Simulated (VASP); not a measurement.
# Co (P6_3/mmc) in VASP: a series of runs

Runs on Co. Level: PBE. Tasks: single point.

Program: VASP 6.6.1. These are calculated values, not measurements. Logs are shortened: lines on timing, memory, paths and dates and some standing lists are left out, and cuts for length are marked.

### Step 1. The cell of the first run

The structure is hexagonal, space group P6_3/mmc (No. 194). The conventional cell has a = 2.265 Å, b = 2.265 Å, c = 3.664 Å, α = 90.00°, β = 90.00°, γ = 120.00°. Within 3.0 Å of Co (site symmetry -6m2) lie 12 Co at 2.25 to 2.27 Å.

### Step 2. Single point, PBE, collinear spin, ferromagnetic start (8.14 Å³/atom)

File INCAR:

```
  PREC = Accurate
  ENCUT = 520
  EDIFF = 1E-7
  ISMEAR = 0
  SIGMA = 0.15
  LREAL = F
  LASPH = T
  NELM = 150
  ALGO = Normal
  ISIF = 2
  LWAVE = F
  LCHARG = F
  ISPIN = 2
  MAGMOM = 1.65 1.65
  LORBIT = 11
  NUPDOWN = 3.3
  LMAXMIX = 4
  GGA = PE
  NBANDS = 20
```

File KPOINTS:

```
regular mesh
0
Gamma
  24 24 12
```

File POSCAR:

```
Co
1.0
    2.2653151917      0.0000000000      0.0000000000
   -1.1326575959      1.9618205036      0.0000000000
    0.0000000000      0.0000000000      3.6636994876
Co
2
Direct
    0.6666666667      0.3333333333      0.2500000000
    0.3333333333      0.6666666667      0.7500000000
```

Potentials or basis: VASP PAW PBE potentials, release 64 (Co).

Run with:

```
$ cat potpaw_PBE.64/Co/POTCAR > POTCAR
$ mpirun -np 1 vasp_std > vasp.out
```

OUTCAR:

```text
PREC = Accurate
   ENCUT = 520
   EDIFF = 1E-7
   ISMEAR = 0
   LREAL = F
   LASPH = T
   NELM = 150
   ISIF = 2
   ISPIN = 2
   LORBIT = 11
   NUPDOWN = 3.3
   GGA = PE

 ion  position               nearest neighbor table
   1  0.667  0.333  0.250-   2 2.25   2 2.25   2 2.25   2 2.25   2 2.25   2 2.25
   2  0.333  0.667  0.750-   1 2.25   1 2.25   1 2.25   1 2.25   1 2.25   1 2.25

  LATTYP: Found a hexagonal cell.
 ALAT       =     2.2653151917
 C/A-ratio  =     1.6173023079

  Lattice vectors:

 A1 = (   2.2653151917,   0.0000000000,   0.0000000000)
 A2 = (  -1.1326575959,   1.9618205036,   0.0000000000)
 A3 = (   0.0000000000,   0.0000000000,   3.6636994876)

Analysis of symmetry for initial positions (statically):
=====================================================================
 Subroutine PRICEL returns:
 Original cell was already a primitive cell.

 Routine SETGRP: Setting up the symmetry group for a
 hexagonal supercell.

 Subroutine GETGRP returns: Found 24 space group operations
 (whereof 12 operations were pure point group operations)
 out of a pool of 24 trial point group operations.

The static configuration has the point symmetry D_3d.
 The point group associated with its full space group is D_6h.

Analysis of symmetry for dynamics (positions and initial velocities):
=====================================================================
 Subroutine PRICEL returns:
 Original cell was already a primitive cell.

 Routine SETGRP: Setting up the symmetry group for a
 hexagonal supercell.

 Subroutine GETGRP returns: Found 24 space group operations
 (whereof 12 operations were pure point group operations)
 out of a pool of 24 trial point group operations.

The dynamic configuration has the point symmetry D_3d.
 The point group associated with its full space group is D_6h.

Analysis of structural, dynamic, and magnetic symmetry:
=====================================================================
 Subroutine PRICEL returns:
 Original cell was already a primitive cell.

 Routine SETGRP: Setting up the symmetry group for a
 hexagonal supercell.

 Subroutine GETGRP returns: Found 24 space group operations
 (whereof 12 operations were pure point group operations)
 out of a pool of 24 trial point group operations.

The overall configuration has the point symmetry D_3d.
 The point group associated with its full space group is D_6h.

 Subroutine INISYM returns: Found 24 space group operations
 (whereof 12 operations are pure point group operations),
 and found     1 'primitive' translations

----------------------------------------------------------------------------------------

                                     Primitive cell

  volume of cell :      16.2820

  direct lattice vectors                    reciprocal lattice vectors
     2.265315192  0.000000000  0.000000000     0.441439674  0.254865315  0.000000000
    -1.132657596  1.961820504  0.000000000     0.000000000  0.509730629  0.000000000
     0.000000000  0.000000000  3.663699488     0.000000000  0.000000000  0.272948151

  length of vectors
     2.265315192  2.265315192  3.663699488     0.509730629  0.509730629  0.272948151

  position of ions in fractional coordinates (direct lattice)
     0.666666667  0.333333333  0.250000000
     0.333333333  0.666666667  0.750000000

  ion indices of the primitive-cell ions
   primitive index   ion index
                 1           1
                 2           2

----------------------------------------------------------------------------------------

 KPOINTS: regular mesh

Automatic generation of k-mesh.
 Grid dimensions read from file:
 generate k-points for:   24   24   12

 Generating k-lattice:

  Cartesian coordinates                     Fractional coordinates (reciprocal lattice)
     0.018393320  0.010619388  0.000000000     0.041666667  0.000000000  0.000000000
     0.000000000  0.021238776  0.000000000     0.000000000  0.041666667  0.000000000
     0.000000000  0.000000000  0.022745679     0.000000000  0.000000000  0.083333333

  Length of vectors
     0.021238776  0.021238776  0.022745679

  Shift w.r.t. Gamma in fractional coordinates (k-lattice)
     0.000000000  0.000000000  0.000000000

 Subroutine IBZKPT returns following result:
 ===========================================

 Found    427 irreducible k-points:

 Following reciprocal coordinates:
            Coordinates               Weight
  0.000000  0.000000  0.000000      1.000000
  0.041667  0.000000  0.000000      6.000000
  0.083333  0.000000  0.000000      6.000000
  0.125000 -0.000000  0.000000      6.000000
  0.166667  0.000000  0.000000      6.000000
  0.208333  0.000000  0.000000      6.000000
[... 16 lines left out ...]
  0.416667  0.041667  0.000000     12.000000
  0.458333  0.041667  0.000000     12.000000
 [... further k-points ...]
   k-points           NKPTS =    427   k-points in BZ     NKDIM =    427   number of bands    NBANDS=     20
   number of dos      NEDOS =    301   number of ions     NIONS =      2
   total plane-waves  NPLWV =   9072
   dimension x,y,z NGX =    18 NGY =   18 NGZ =   28
   dimension x,y,z NGXF=    36 NGYF=   36 NGZF=   56
   ions per type =               2
   NGX,Y,Z   is equivalent  to a cutoff of  13.21, 13.21, 12.71 a.u.
   NGXF,Y,Z  is equivalent  to a cutoff of  26.42, 26.42, 25.41 a.u.
 SYSTEM =  unknown system
   PREC   = accura    normal or accurate (medium, high low for compatibility)
   ISTART =      0    job   : 0-new  1-cont  2-samecut
   ICHARG =      2    charge: 1-file 2-atom 10-const
   ISPIN  =      2    spin polarized calculation?
   LNONCOLLINEAR =      F non collinear calculations
   LSORBIT =      F    spin-orbit coupling
   LASPH  =      T    aspherical Exc in radial PAW
   ENCUT  =  520.0 eV  38.22 Ry    6.18 a.u.   4.21  4.21  6.81*2*pi/ulx,y,z
   NELM   =    150;   NELMIN=  2; NELMDL= -5     # of ELM steps
   EDIFF  = 0.1E-06   stopping-criterion for ELM
   LREAL  =      F    real-space projection
   EDIFFG = 0.1E-05   stopping-criterion for IOM
   NSW    =      0    number of steps for IOM
   IBRION =     -1    ionic relax: 0-MD 1-quasi-New 2-CG
   NFREE  =      0    steps in history (QN), initial steepest desc. (CG)
   ISIF   =      2    stress and relaxation
   ISYM   =      2    0-nonsym 1-usesym 2-fastsym
   POTIM  = 0.5000    time-step for ionic-motion
   TEBEG  =    0.0;   TEEND  =   0.0 temperature during run
   PSTRESS=    0.0 pullay stress
   NELECT =      18.0000    total number of electrons
   NUPDOWN=       3.3000    fix difference up-down
   EMIN   =  10.00;   EMAX   =-10.00  energy-range for DOS
   EFERMI =   0.00;   METHOD = LEGACY
   ISMEAR =     0;   SIGMA  =   0.15  broadening in eV -4-tet -1-fermi 0-gaus
   EFERMI_NEDOS =   21; number of points for ismear=-14 and -15
   IALGO  =     38    algorithm
   IMIX   =      4    mixing-type and parameters
     AMIX     =   0.40;   BMIX     =  1.00
     AMIX_MAG =   1.60;   BMIX_MAG =  1.00
  volume/ion in A,a.u.               =       8.14        54.94
  Fermi-wavevector in a.u.,A,eV,Ry     =   1.692764  3.198860 38.986814  2.865450
  Thomas-Fermi vector in A             =   2.774292
   LORBIT       =     11    0 simple, 1 ext, 2 COOP (PROOUT), +10 PAW based schemes
   GGA     = PE    functional components
   LHFCALC =     F    Hartree Fock is set to
   AEXX    =    0.0000 exact exchange contribution
   IVDW    =     0    specifies the selected vdW correction
   LEPSILON=     F    determine dielectric tensor
   LRPA    =     F    only Hartree local field effects (RPA)
 spin polarized calculation
 Gauss-broadening in eV      SIGMA  =   0.15
  energy-cutoff  :      520.00
  volume of cell :       16.28
 maximum number of plane-waves:       462
 NGX is ok and might be reduce to    18
   NGX =  9   NGY =  9   NGZ = 13

 number of electron      18.0000007 magnetization       3.3000002

 Free energy of the ion-electron system (eV)
  ---------------------------------------------------
  ext. energy  EPLUGINS =         0.00000000
  ---------------------------------------------------
  free energy    TOTEN  =       -12.43697628 eV

  energy without entropy =      -12.42318809  energy(sigma->0) =      -12.43008219

 E-fermi :  14.8304     XC(G=0): -15.1864

 val. band max:       15.8302814402   @ k =   0.4167   0.0000   0.0000
 cond. band min:      14.8305654271   @ k =   0.1250  -0.0000   0.1667
 fundamental gap:     -0.9997160131
 Fermi energy:        15.8499417056

 spin component 1

 k-point     1 :       0.0000    0.0000    0.0000
  band No.  band energies     occupation
      1       4.2739      1.00000
      2       8.1742      1.00000
      3      11.7569      1.00000
      4      11.7738      1.00000
      5      11.7739      1.00000
      6      12.2782      1.00000
[... 12 lines left out ...]
     19      46.3297      0.00000
     20      46.3297      0.00000
[... 507 lines left out ...]
 k-point    24 :       0.4583    0.0417    0.0000
  band No.  band energies     occupation
      1       8.4943      1.00000
      2       8.8697      1.00000
      3       8.8884      1.00000
      4      11.5185      1.00000
      5      11.7989      1.00000
      6      11.8953      1.00000
[... 12 lines left out ...]
     19      43.3839      0.00000
     20      44.9542      0.00000

 [... further k-points ...]

 spin component 2

 k-point     1 :       0.0000    0.0000    0.0000
  band No.  band energies     occupation
      1       4.4279      1.00000
      2       9.1677      1.00000
      3      13.3953      1.00000
      4      13.4179      1.00000
      5      13.4179      1.00000
      6      13.9853      1.00000
[... 12 lines left out ...]
     19      46.7996      0.00000
     20      46.7996      0.00000
[... 507 lines left out ...]
 k-point    24 :       0.4583    0.0417    0.0000
  band No.  band energies     occupation
      1       9.6664      1.00000
      2       9.8456      1.00000
      3      10.0928      1.00000
      4      12.5659      1.00000
      5      13.1643      1.00000
      6      13.3920      1.00000
[... 12 lines left out ...]
     19      44.0352      0.00000
     20      45.3936      0.00000

 [... further k-points ...]

------------------------ aborting loop because EDIFF is reached ----------------------------------------

  FORCE on cell =-STRESS in cart. coord.  units (eV):
  Direction    XX          YY          ZZ          XY          YZ          ZX
  --------------------------------------------------------------------------------------
  -------------------------------------------------------------------------------------
  Total       12.8520973     12.8520973     13.0811367     -0.0000000      0.0000000      0.0000000
  in kB     1264.6688966   1264.6688966   1287.2067757     -0.0000000      0.0000000      0.0000000
  external PRESSURE =    1272.1815230 kB  Pullay stress =       0.0000000 kB

 VOLUME and BASIS-vectors are now :
 -----------------------------------------------------------------------------
  energy-cutoff  :      520.00
  volume of cell :       16.28
      direct lattice vectors                 reciprocal lattice vectors
     2.265315192  0.000000000  0.000000000     0.441439674  0.254865315  0.000000000
    -1.132657596  1.961820504  0.000000000     0.000000000  0.509730629  0.000000000
     0.000000000  0.000000000  3.663699488     0.000000000  0.000000000  0.272948151

 POSITION                                       TOTAL-FORCE (eV/Angst)
 -----------------------------------------------------------------------------------
      1.13266      0.65394      0.91592         0.000000     -0.000000      0.000000
     -0.00000      1.30788      2.74777        -0.000000      0.000000      0.000000
 -----------------------------------------------------------------------------------
    total drift:                               -0.000000      0.000000     -0.000000

  FREE ENERGIE OF THE ION-ELECTRON SYSTEM (eV)
  ---------------------------------------------------
  free  energy   TOTEN  =       -12.4369762810 eV

  energy  without entropy=      -12.4231880946  energy(sigma->0) =      -12.43008219

 total charge

# of ion       s       p       d       tot
------------------------------------------
    1        0.645   0.842   7.530   9.016
    2        0.645   0.842   7.530   9.016
--------------------------------------------------
tot          1.289   1.684  15.059  18.032

 magnetization (x)

# of ion       s       p       d       tot
------------------------------------------
    1       -0.009  -0.034   1.655   1.613
    2       -0.009  -0.034   1.655   1.613
--------------------------------------------------
tot         -0.018  -0.068   3.311   3.225
```

Run time: 2.6 min. Hardware: 1 thread of AMD EPYC 9R45 (Zen 5), shared host; peak memory 0.26 GiB.

Results:

- Free energy: -12.4370 eV
- Pressure: 127.2 GPa
- Net moment: 3.30 μB per cell
- Site moments: Co +1.61 μB

Caveat: the cell stands under pressure; the total moment is fixed, so each spin has its own Fermi level.

### Step 3. Single point, PBE, collinear spin, ferromagnetic start (8.14 Å³/atom)

File INCAR:

```
ALGO = Normal
EDIFF = 1E-7
ENCUT = 520
GGA = PE
ISIF = 2
ISMEAR = 0
ISPIN = 2
LASPH = T
LCHARG = T
LELF = T
LMAXMIX = 4
LORBIT = 11
LREAL = F
LVHAR = T
LWAVE = F
MAGMOM = 1.1 1.1
NBANDS = 20
NELM = 150
NUPDOWN = 2.2
PREC = Accurate
SIGMA = 0.15
```

File KPOINTS:

```
k-points
0
Gamma
  24 24 12
```

POSCAR is that of step 2.

Potentials or basis: VASP PAW PBE potentials, release 64 (Co).

Run with:

```
$ cat potpaw_PBE.64/Co/POTCAR > POTCAR
$ mpirun -np 1 vasp_std > vasp.out
```

Wall time 3.1 min (1 thread of AMD EPYC 9R45 (Zen 5), shared host); peak memory 0.26 GiB.

It converged, with:

| Item | Value |
| --- | --- |
| Free energy | -12.5956 eV |
| Pressure | 113.1 GPa |
| Net moment | 2.20 μB per cell |
| Site moments | Co +1.07 μB |

Stress tensor (GPa, compression positive):
```
113.38   0.00   0.00
  0.00 113.38   0.00
  0.00   0.00 112.48
```

Caveat: the cell stands under pressure; the total moment is fixed, so each spin has its own Fermi level.

### Step 4. Single point, PBE, collinear spin, ferromagnetic start (8.14 Å³/atom)

File INCAR:

```
SYSTEM = Co
  ALGO = Fast
  EDIFF = 1E-6
  ENCUT = 520
  GGA = PE
  ISIF = 2
  ISMEAR = 0
  ISPIN = 2
  LASPH = .TRUE.
  LCHARG = .FALSE.
  LMAXMIX = 4
  LORBIT = 11
  LREAL = .FALSE.
  LWAVE = .FALSE.
  MAGMOM = 2.2 2.2
  NBANDS = 20
  NELM = 150
  NUPDOWN = 4.4
  PREC = Accurate
  SIGMA = 0.15
```

File KPOINTS:

```
k-points
0
G
  24 24 12
  0 0 0
```

POSCAR is that of step 3.

Run with:

```
$ cat potpaw_PBE.64/Co/POTCAR > POTCAR
$ mpirun -np 1 vasp_std > vasp.out
```

It took 3.5 min on 1 thread of AMD EPYC 9R45 (Zen 5), shared host; peak memory 0.26 GiB.

The run converged. Its results:

| Property | Result |
| --- | --- |
| Free energy | -11.2025 eV |
| Pressure | 154.6 GPa |
| Net moment | 4.40 μB per cell |
| Site moments | Co +2.16 μB |

Stress tensor (GPa, compression positive):
```
151.39   0.00   0.00
  0.00 151.39   0.00
  0.00   0.00 160.94
```

Caveat: the cell stands under pressure; the total moment is fixed, so each spin has its own Fermi level.

### Step 5. The runs side by side

```csv
fixed moment (μB),pressure (GPa),moment (μB)
3.3,127.2,3.30
2.2,113.1,2.20
4.4,154.6,4.40
```

Alike in all rows: task single point; level PBE; potentials or basis VASP PAW PBE potentials, release 64 (Co); spin collinear, ferromagnetic start; cell as given; k mesh 24 × 24 × 12; cutoff (eV) 520; smearing gaussian 0.15 eV.

Caveats: the cell stands under pressure; the total moment is fixed, so each spin has its own Fermi level.

Absolute energies hang on the potentials; compare differences alone.
